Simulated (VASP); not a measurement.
A run of VASP 6.6.1:

POSCAR

```
BaTe
1.0
    0.0000000000      3.9141586662      3.9141586662
    3.9141586662      0.0000000000      3.9141586662
    3.9141586662      3.9141586662      0.0000000000
Ba Te
1 1
Direct
    0.0000000000      0.0000000000      0.0000000000
    0.2500000000      0.2500000000      0.2500000000
```

Contents of INCAR.step1:

```
SYSTEM = BaTe
PREC = Accurate
ENCUT = 520
EDIFF = 1E-5
ISMEAR = 0
SIGMA = 0.01
LREAL = .False.
LASPH = .True.
NELM = 80
ALGO = Normal
ISIF = 2
LWAVE = .True.
LCHARG = .False.
GGA = PE
NBANDS = 15
```

The input INCAR.step2:

```
SYSTEM = BaTe
PREC = Accurate
ENCUT = 520
EDIFF = 1E-7
ISMEAR = 0
SIGMA = 0.01
LREAL = .False.
LASPH = .True.
NELM = 80
ALGO = Normal
ISIF = 2
LWAVE = .False.
LCHARG = .False.
GGA = PE
LHFCALC = .True.
HFSCREEN = 0.2079
PRECFOCK = Normal
ISTART = 1
NBANDS = 15
```

Contents of KPOINTS:

```
regular mesh
0
Gamma
  4 4 4
  0 0 0
```

Potentials or basis: VASP PAW PBE potentials, release 64 (Ba_sv, Te).

Command:

```console
$ cat potpaw_PBE.64/Ba_sv/POTCAR potpaw_PBE.64/Te/POTCAR > POTCAR
$ cp INCAR.step1 INCAR
$ mpirun -np 1 vasp_std > vasp.out
$ cp INCAR.step2 INCAR
$ mpirun -np 1 vasp_std > vasp.out
```

Hardware: 1 thread of AMD EPYC 7R13 Processor (Zen 3), on a shared host.

Estimate the wall time of this run.

Wall time 16 min on 1 thread of AMD EPYC 7R13 Processor (Zen 3), on a shared host, peak memory 0.36 GiB. Counts: k points 8.
